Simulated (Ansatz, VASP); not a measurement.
**Two plane-wave programs on B**

```xyz
3
Lattice="-1.7835 1.7835 1.7835 1.7835 -1.7835 1.7835 1.7835 1.7835 -1.7835" Properties=species:S:1:pos:R:3 pbc="T T T"
B     1.7835    0.0000    0.0000
B     0.0000    1.7835    0.0000
B     0.0000    0.0000    1.7835
```

Alike in both runs: functional PBE; k mesh 18 × 18 × 18; occupations gaussian, width 0.1 eV; no spin polarisation.

Ansatz relaxed the structure, and its values are those at the end. VASP's run is a single point on that final structure, the one shown.

```csv
,VASP,Ansatz
version,VASP 6.6.1,Ansatz 0.2.0
potentials or method,"VASP PAW PBE potentials, release 64 (B), cutoff 520 eV","scalar-relativistic, plane waves, PAW"
valence electrons in the cell,9,9
```

|  | VASP | Ansatz | Ansatz less VASP |
| --- | --- | --- | --- |
| gap on the k mesh at the Fermi level (eV) | none | none | - |
| pressure (GPa) | 0.0 | 0.0 | 0.00 |

A gap of «none» marks a metal or a gap that the smearing closes. With one functional, cell and mesh, what is left measures potentials, basis and numerics.
